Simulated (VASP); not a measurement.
# As (R-3m) in VASP: notebook

As is run at these levels: PBEsol; tasks: single point.

Everything below comes from runs of VASP 6.6.1. Logs are shortened: lines on timing, memory, paths and dates and some standing lists are left out, and cuts for length are marked.

## 1. The cell of the first run

It takes space group R-3m (No. 166, trigonal). The conventional cell has a = 3.755 Å, b = 3.755 Å, c = 11.113 Å, α = 90.00°, β = 90.00°, γ = 120.00°. As (site symmetry 3m) has 6 As at 2.52 to 3.25 Å within 3.3 Å.

## 2. Single point, PBEsol

The input, INCAR:

```
  PREC = Accurate
  ENCUT = 520
  EDIFF = 1E-7
  ISMEAR = -1
  SIGMA = 0.05
  LREAL = F
  LASPH = T
  NELM = 80
  ALGO = Normal
  ISIF = 2
  LWAVE = F
  LCHARG = F
  GGA = PS
  NBANDS = 12
```

The input, KPOINTS:

```
regular mesh
0
Gamma
  12 12 12
```

The input, POSCAR:

```
As
1.0
    1.8774110887      1.0839237974      3.7043351684
   -1.8774110887      1.0839237974      3.7043351684
    0.0000000000     -2.1678475948      3.7043351684
As
2
Direct
    0.2244335900      0.2244335900      0.2244335900
    0.7755664100      0.7755664100      0.7755664100
```

Potentials or basis: VASP PAW PBE potentials, release 64 (As).

Launch:

```sh
cat potpaw_PBE.64/As/POTCAR > POTCAR
mpirun -np 1 vasp_std > vasp.out
```

OUTCAR:

```text
PREC = Accurate
   ENCUT = 520
   EDIFF = 1E-7
   ISMEAR = -1
   LREAL = F
   LASPH = T
   NELM = 80
   ISIF = 2
   GGA = PS

 ion  position               nearest neighbor table
   1  0.224  0.224  0.224-   2 2.52   2 2.52   2 2.52
   2  0.776  0.776  0.776-   1 2.52   1 2.52   1 2.52

  LATTYP: Found a trigonal (rhomboedric) cell.
 ALAT       =     4.2920463924
 COS(alpha) =     0.6173339462

  Lattice vectors:

 A1 = (   1.8774110887,   1.0839237974,   3.7043351684)
 A2 = (  -1.8774110887,   1.0839237974,   3.7043351684)
 A3 = (   0.0000000000,  -2.1678475948,   3.7043351684)

Analysis of symmetry for initial positions (statically):
=====================================================================
 Subroutine PRICEL returns:
 Original cell was already a primitive cell.

 Routine SETGRP: Setting up the symmetry group for a
 trigonal (rhombohedral) supercell.

 Subroutine GETGRP returns: Found 12 space group operations
 (whereof 12 operations were pure point group operations)
 out of a pool of 12 trial point group operations.

The static configuration has the point symmetry D_3d.

Analysis of symmetry for dynamics (positions and initial velocities):
=====================================================================
 Subroutine PRICEL returns:
 Original cell was already a primitive cell.

 Routine SETGRP: Setting up the symmetry group for a
 trigonal (rhombohedral) supercell.

 Subroutine GETGRP returns: Found 12 space group operations
 (whereof 12 operations were pure point group operations)
 out of a pool of 12 trial point group operations.

The dynamic configuration has the point symmetry D_3d.

 Subroutine INISYM returns: Found 12 space group operations
 (whereof 12 operations are pure point group operations),
 and found     1 'primitive' translations

----------------------------------------------------------------------------------------

                                     Primitive cell

  volume of cell :      45.2293

  direct lattice vectors                    reciprocal lattice vectors
     1.877411089  1.083923797  3.704335168     0.266324197  0.153762347  0.089984658
    -1.877411089  1.083923797  3.704335168    -0.266324197  0.153762347  0.089984658
     0.000000000 -2.167847595  3.704335168     0.000000000 -0.307524693  0.089984658

  length of vectors
     4.292046392  4.292046392  4.292046392     0.320419531  0.320419531  0.320419531

  position of ions in fractional coordinates (direct lattice)
     0.224433590  0.224433590  0.224433590
     0.775566410  0.775566410  0.775566410

  ion indices of the primitive-cell ions
   primitive index   ion index
                 1           1
                 2           2

----------------------------------------------------------------------------------------

 KPOINTS: regular mesh

Automatic generation of k-mesh.
 Grid dimensions read from file:
 generate k-points for:   12   12   12

 Generating k-lattice:

  Cartesian coordinates                     Fractional coordinates (reciprocal lattice)
     0.022193683  0.012813529  0.007498722     0.083333333  0.000000000 -0.000000000
    -0.022193683  0.012813529  0.007498722     0.000000000  0.083333333 -0.000000000
     0.000000000 -0.025627058  0.007498722    -0.000000000 -0.000000000  0.083333333

  Length of vectors
     0.026701628  0.026701628  0.026701628

  Shift w.r.t. Gamma in fractional coordinates (k-lattice)
     0.000000000  0.000000000  0.000000000

 Subroutine IBZKPT returns following result:
 ===========================================

 Found    189 irreducible k-points:

 Following reciprocal coordinates:
            Coordinates               Weight
  0.000000  0.000000  0.000000      1.000000
  0.083333  0.000000 -0.000000      6.000000
  0.166667  0.000000 -0.000000      6.000000
  0.250000  0.000000  0.000000      6.000000
  0.333333  0.000000  0.000000      6.000000
  0.416667  0.000000  0.000000      6.000000
[... 16 lines left out ...]
  0.500000  0.166667 -0.000000     12.000000
 -0.416667  0.166667 -0.000000     12.000000
 [... further k-points ...]
   k-points           NKPTS =    189   k-points in BZ     NKDIM =    189   number of bands    NBANDS=     12
   number of dos      NEDOS =    301   number of ions     NIONS =      2
   total plane-waves  NPLWV =  32768
   dimension x,y,z NGX =    32 NGY =   32 NGZ =   32
   dimension x,y,z NGXF=    64 NGYF=   64 NGZF=   64
   ions per type =               2
   NGX,Y,Z   is equivalent  to a cutoff of  12.39, 12.39, 12.39 a.u.
   NGXF,Y,Z  is equivalent  to a cutoff of  24.79, 24.79, 24.79 a.u.
 SYSTEM =  unknown system
   PREC   = accura    normal or accurate (medium, high low for compatibility)
   ISTART =      0    job   : 0-new  1-cont  2-samecut
   ICHARG =      2    charge: 1-file 2-atom 10-const
   ISPIN  =      1    spin polarized calculation?
   LNONCOLLINEAR =      F non collinear calculations
   LSORBIT =      F    spin-orbit coupling
   LASPH  =      T    aspherical Exc in radial PAW
   ENCUT  =  520.0 eV  38.22 Ry    6.18 a.u.   7.98  7.98  7.98*2*pi/ulx,y,z
   NELM   =     80;   NELMIN=  2; NELMDL= -5     # of ELM steps
   EDIFF  = 0.1E-06   stopping-criterion for ELM
   LREAL  =      F    real-space projection
   EDIFFG = 0.1E-05   stopping-criterion for IOM
   NSW    =      0    number of steps for IOM
   IBRION =     -1    ionic relax: 0-MD 1-quasi-New 2-CG
   NFREE  =      0    steps in history (QN), initial steepest desc. (CG)
   ISIF   =      2    stress and relaxation
   ISYM   =      2    0-nonsym 1-usesym 2-fastsym
   POTIM  = 0.5000    time-step for ionic-motion
   TEBEG  =    0.0;   TEEND  =   0.0 temperature during run
   PSTRESS=    0.0 pullay stress
   NELECT =      10.0000    total number of electrons
   NUPDOWN=      -1.0000    fix difference up-down
   EMIN   =  10.00;   EMAX   =-10.00  energy-range for DOS
   EFERMI =   0.00;   METHOD = LEGACY
   ISMEAR =    -1;   SIGMA  =   0.05  broadening in eV -4-tet -1-fermi 0-gaus
   EFERMI_NEDOS =   21; number of points for ismear=-14 and -15
   IALGO  =     38    algorithm
   IMIX   =      4    mixing-type and parameters
     AMIX     =   0.40;   BMIX     =  1.00
     AMIX_MAG =   1.60;   BMIX_MAG =  1.00
  volume/ion in A,a.u.               =      22.61       152.61
  Fermi-wavevector in a.u.,A,eV,Ry     =   0.989923  1.870684 13.333008  0.979948
  Thomas-Fermi vector in A             =   2.121557
   LORBIT       =      0    0 simple, 1 ext, 2 COOP (PROOUT), +10 PAW based schemes
   GGA     = PS    functional components
   LHFCALC =     F    Hartree Fock is set to
   AEXX    =    0.0000 exact exchange contribution
   IVDW    =     0    specifies the selected vdW correction
   LEPSILON=     F    determine dielectric tensor
   LRPA    =     F    only Hartree local field effects (RPA)
 non-spin polarized calculation
  energy-cutoff  :      520.00
  volume of cell :       45.23
 maximum number of plane-waves:      1233
   NGX = 15   NGY = 15   NGZ = 15

 number of electron      10.0000000 magnetization

 number of electron       9.9999999 magnetization

 Free energy of the ion-electron system (eV)
  ---------------------------------------------------
  ext. energy  EPLUGINS =         0.00000000
  ---------------------------------------------------
  free energy    TOTEN  =       -10.17156045 eV

  energy without entropy =      -10.16945754  energy(sigma->0) =      -10.17050900

 E-fermi :   4.9687     XC(G=0):  -9.8742

 val. band max:        4.9468501137   @ k =   0.5000   0.0833   0.0833
 cond. band min:       4.9830910290   @ k =  -0.4167   0.5000   0.4167
 fundamental gap:      0.0362409153
 Fermi energy:         4.9686655648

 k-point     1 :       0.0000    0.0000    0.0000
  band No.  band energies     occupation
      1      -9.9531      2.00000
      2      -1.3240      2.00000
      3       2.2080      2.00000
      4       3.0287      2.00000
      5       3.0287      2.00000
      6       6.2537      0.00000
      7       7.5961      0.00000
      8       7.5961      0.00000
      9      12.0011      0.00000
     10      12.0011      0.00000
     11      12.4111      0.00000
     12      13.3953      0.00000

 k-point     2 :       0.0833    0.0000   -0.0000
  band No.  band energies     occupation
      1      -9.8618      2.00000
      2      -1.5664      2.00000
      3       2.2744      2.00000
      4       2.8008      2.00000
      5       2.9352      2.00000
      6       6.5418      0.00000
      7       7.4005      0.00000
      8       7.5857      0.00000
      9      11.2245      0.00000
     10      11.8236      0.00000
     11      11.8602      0.00000
     12      13.9251      0.00000

 k-point     3 :       0.1667    0.0000   -0.0000
  band No.  band energies     occupation
      1      -9.5899      2.00000
      2      -2.2465      2.00000
      3       2.1092      2.00000
      4       2.7043      2.00000
      5       2.8106      2.00000
      6       6.4533      0.00000
      7       7.3054      0.00000
      8       7.4638      0.00000
      9      10.5864      0.00000
     10      11.3057      0.00000
     11      12.0030      0.00000
     12      15.1991      0.00000
[... 286 lines left out ...]
 k-point    23 :       0.5000    0.1667   -0.0000
  band No.  band energies     occupation
      1      -7.4548      2.00000
      2      -5.5239      2.00000
      3       0.4502      2.00000
      4       1.2913      2.00000
      5       3.0360      2.00000
      6       6.2072      0.00000
      7       6.7644      0.00000
      8       7.9510      0.00000
      9      11.9967      0.00000
     10      13.4890      0.00000
     11      14.7294      0.00000
     12      16.5608      0.00000

 k-point    24 :      -0.4167    0.1667   -0.0000
  band No.  band energies     occupation
      1      -7.0972      2.00000
      2      -5.9486      2.00000
      3       0.3151      2.00000
      4       1.6591      2.00000
      5       3.0235      2.00000
      6       5.7544      0.00000
      7       6.3521      0.00000
      8       8.1634      0.00000
      9      12.3666      0.00000
     10      13.8583      0.00000
     11      14.5725      0.00000
     12      16.0503      0.00000

 [... further k-points ...]
[... 5 lines left out ...]
  --------------------------------------------------------------------------------------
  -------------------------------------------------------------------------------------
  Total       -0.1915086     -0.1915086     -0.4866067      0.0000000     -0.0000000      0.0000000
  in kB       -6.7838975     -6.7838975    -17.2372896      0.0000000     -0.0000000      0.0000000
  external PRESSURE =     -10.2683615 kB  Pullay stress =       0.0000000 kB

 VOLUME and BASIS-vectors are now :
 -----------------------------------------------------------------------------
  energy-cutoff  :      520.00
  volume of cell :       45.23
      direct lattice vectors                 reciprocal lattice vectors
     1.877411089  1.083923797  3.704335168     0.266324197  0.153762347  0.089984658
    -1.877411089  1.083923797  3.704335168    -0.266324197  0.153762347  0.089984658
     0.000000000 -2.167847595  3.704335168     0.000000000 -0.307524693  0.089984658

 POSITION                                       TOTAL-FORCE (eV/Angst)
 -----------------------------------------------------------------------------------
      0.00000      0.00000      2.49413         0.000000     -0.000000      0.238565
      0.00000      0.00000      8.61887         0.000000      0.000000     -0.238565
 -----------------------------------------------------------------------------------
    total drift:                                0.000000     -0.000000      0.000000

  FREE ENERGIE OF THE ION-ELECTRON SYSTEM (eV)
  ---------------------------------------------------
  free  energy   TOTEN  =       -10.1715604506 eV

  energy  without entropy=      -10.1694575447  energy(sigma->0) =      -10.17050900
```

Run time: 96 s. Hardware: 1 thread of Intel Xeon 8259CL, shared host; peak memory 0.23 GiB.

What came out:

```yaml
Free_energy: -10.1716 eV
Pressure: -1.0 GPa
Largest_force: 0.239 eV/Å
Band_gap_on_the_k_mesh: zero (band 5 reaches 5.05 eV, above the bottom of band 6 at 4.54 eV)
```

Forces on the atoms (eV/Å):
```
As   0.000  0.000  0.239
As   0.000  0.000 -0.239
```

Caveat: the PAW data sets were made with another functional, which shifts forces and pressure a little.

## 3. Single point, PBEsol

The input, INCAR:

```
SYSTEM = As
  PREC = Accurate
  ENCUT = 520
  EDIFF = 1E-6
  ISMEAR = -1
  SIGMA = 0.05
  LREAL = .False.
  LASPH = .True.
  NELM = 100
  ALGO = Normal
  ISIF = 2
  LWAVE = .False.
  LCHARG = .False.
  GGA = PS
  NBANDS = 12
```

The input, KPOINTS:

```
regular mesh
0
Gamma
  12 12 12
  0 0 0
```

POSCAR is that of step 2.

Potentials or basis: VASP PAW PBE potentials, release 64 (As).

Launch:

```sh
cat potpaw_PBE.64/As/POTCAR > POTCAR
mpirun -np 1 vasp_std > vasp.out
```

It used 220 s of CPU time on 1 thread of AMD EPYC 7R13 Processor (Zen 3), with other jobs on the host.

Results (log left out):

```yaml
Free_energy: -10.1716 eV
Pressure: -1.0 GPa
Largest_force: 0.239 eV/Å
Band_gap_on_the_k_mesh: zero (band 5 reaches 5.05 eV, above the bottom of band 6 at 4.54 eV)
```

Forces in eV/Å, atoms in the order of the input:
```
As   0.000  0.000  0.239
As   0.000  0.000 -0.239
```

Stress tensor (GPa, compression positive):
```
-0.67  0.00  0.00
 0.00 -0.67  0.00
 0.00  0.00 -1.72
```

Levels at points of the mesh, in eV from the Fermi level:
| k point | band 2 | band 3 | band 4 | band 5 | band 6 | band 7 | band 8 | band 9 |
| --- | --- | --- | --- | --- | --- | --- | --- | --- |
| (0.00, 0.00, 0.00) | -6.29 | -2.76 | -1.94 | -1.94 | 1.29 | 2.63 | 2.63 | 7.03 |
| (0.50, 0.00, 0.00) | -10.96 | -3.20 | -2.98 | -0.70 | -0.43 | 0.24 | 1.58 | 8.09 |
| (0.50, 0.50, 0.00) | -9.90 | -5.77 | -4.15 | -3.95 | 1.29 | 4.95 | 6.46 | 6.61 |
| (0.50, 0.50, 0.50) | -9.80 | -1.74 | -1.74 | -0.63 | 0.99 | 0.99 | 1.76 | 7.46 |

Caveat: the PAW data sets were made with another functional, which shifts forces and pressure a little.
